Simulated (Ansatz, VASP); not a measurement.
# Two plane-wave programs on ScAl3N4

Contents of INCAR:

```
  PREC = Accurate
  ENCUT = 600
  EDIFF = 1E-6
  ISMEAR = 0
  SIGMA = 0.1
  LREAL = Auto
  LASPH = T
  NELM = 80
  ALGO = Normal
  ISIF = 3
  LWAVE = F
  LCHARG = F
  GGA = PE
  IBRION = 2
  NSW = 80
  EDIFFG = -0.025
```

KPOINTS

```
regular mesh
0
Gamma
  4 4 2
```

The input POSCAR:

```
ScAl3N4
1.0
    0.0697277489     -0.0162159849     -5.0367542562
   -0.0357142419     -5.6834400004     -0.0179616936
   -6.4386371456     -0.0412735761      0.0892565836
Sc Al N
2 6 8
Direct
    0.0242717296      0.1711009850      0.9871700896
    0.5167656022      0.8290321193      0.4986238049
    0.4923395450      0.8192021790      1.0020529479
    0.9900493955      0.1778027332      0.5050592245
    1.0117164304      0.6614664867      0.7488318524
    0.4913667834      0.3363780542      0.2588149253
    0.4838791656      0.3419285545      0.7487692699
    0.9895927557      0.6657867096      0.2505675908
    0.1202688954      0.8073941780     -0.0023365245
    0.5696387694      0.1520537832      1.0081013254
    0.6066717676      0.6614892042      0.7687202711
    0.6168953071      0.6525391429      0.2345552347
    0.6198722067      0.1945916390      0.4970604516
    0.0783131105      0.8473602075      0.5056099683
    0.1274489805      0.3354552926      0.2634495406
    0.1309095554      0.3464187309      0.7249500274
```

Input for Ansatz:

```yaml
crystal:
  lattice:
    - [0.0697277489, -0.0162159849, -5.0367542562]
    - [-0.0357142419, -5.6834400004, -0.0179616936]
    - [-6.4386371456, -0.0412735761, 0.0892565836]
  atoms:
    - { symbol: Sc, position: [0.0242717296, 0.171100985, 0.9871700896] }
    - { symbol: Sc, position: [0.5167656022, 0.8290321193, 0.4986238049] }
    - { symbol: Al, position: [0.492339545, 0.819202179, 1.0020529479] }
    - { symbol: Al, position: [0.9900493955, 0.1778027332, 0.5050592245] }
    - { symbol: Al, position: [1.0117164304, 0.6614664867, 0.7488318524] }
    - { symbol: Al, position: [0.4913667834, 0.3363780542, 0.2588149253] }
    - { symbol: Al, position: [0.4838791656, 0.3419285545, 0.7487692699] }
    - { symbol: Al, position: [0.9895927557, 0.6657867096, 0.2505675908] }
    - { symbol: "N", position: [0.1202688954, 0.807394178, -0.0023365245] }
    - { symbol: "N", position: [0.5696387694, 0.1520537832, 1.0081013254] }
    - { symbol: "N", position: [0.6066717676, 0.6614892042, 0.7687202711] }
    - { symbol: "N", position: [0.6168953071, 0.6525391429, 0.2345552347] }
    - { symbol: "N", position: [0.6198722067, 0.194591639, 0.4970604516] }
    - { symbol: "N", position: [0.0783131105, 0.8473602075, 0.5056099683] }
    - { symbol: "N", position: [0.1274489805, 0.3354552926, 0.2634495406] }
    - { symbol: "N", position: [0.1309095554, 0.3464187309, 0.7249500274] }
basis:
  ecutwfc: 420
kpoints:
  mp_grid: { grid: [4, 4, 2] }
hamiltonian:
  xc: pbe
scf:
  occupations: { method: gaussian, width: 0.1 }
  lower_state_search: "off"
output:
  forces: true
  stress: true
  eigenvalues: true
relax:
  adjacent_minimum: "off"
  f_tol: 0.025
  max_steps: 60
  cell: { stress_tol: 0.25 }
```

Change from the starting cell: cell x1, atoms moved at random (sigma 0.05 Å) and cell strained at random (1.5 %), then relaxed without symmetry.

Alike in both runs: task relaxation of cell and atoms; functional PBE; k mesh 4 × 4 × 2; occupations gaussian, width 0.1 eV; no spin polarisation.

|  | VASP | Ansatz |
| --- | --- | --- |
| version | VASP 6.6.1 | Ansatz 0.2.0 |
| potentials or method | VASP PAW PBE potentials, release 64 (Sc_sv, Al, N), cutoff 600 eV | scalar-relativistic, plane waves, PAW |
| valence electrons in the cell | 80 | 80 |

```tsv
	VASP	Ansatz	Ansatz less VASP
gap on the k mesh at the Fermi level, each at its own relaxed structure (eV)	3.67	3.67	+0.001
relaxed volume (Å³/atom)	11.51	11.51	+0.003
relaxed length of the cell vector where the two differ most in proportion (Å)	5.606	5.610	+0.0045
```

The k mesh is coarse, so the values compare programs but aren't converged.
